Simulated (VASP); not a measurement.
## Pd: single point with PBE

The system is Pd.

```xyz
1
Lattice="0.0000 1.9717 1.9717 1.9717 0.0000 1.9717 1.9717 1.9717 0.0000" Properties=species:S:1:pos:R:3 pbc="T T T"
Pd    0.0000    0.0000    0.0000
```

```
Program             : VASP 6.6.1
Task                : single point
Functional          : PBE
Potentials or basis : VASP PAW PBE potentials, release 64 (Pd)
Cutoff              : 520 eV
k mesh              : 16 × 16 × 16
Occupations         : gaussian, width 0.1 eV
Spin                : no spin polarisation
```

- Pressure: -0.2 GPa
- Band gap on the k mesh: zero (band 5 reaches 9.42 eV, above the bottom of band 6 at 7.93 eV)

Levels at points of the mesh, in eV from the Fermi level:
| k point | band 3 | band 4 | band 5 | band 6 | band 7 | band 8 |
| --- | --- | --- | --- | --- | --- | --- |
| (0.00, 0.00, 0.00) | -2.68 | -2.68 | -1.17 | -1.17 | 17.15 | 21.71 |
| (0.50, 0.00, 0.00) | -2.72 | -0.04 | -0.04 | 1.08 | 7.01 | 16.50 |
| (0.50, 0.50, 0.00) | -0.07 | 0.26 | 0.26 | 3.34 | 10.36 | 12.98 |

It took 16 s on 1 thread of Intel Xeon 6975P-C (shared host), peak memory 0.16 GiB.
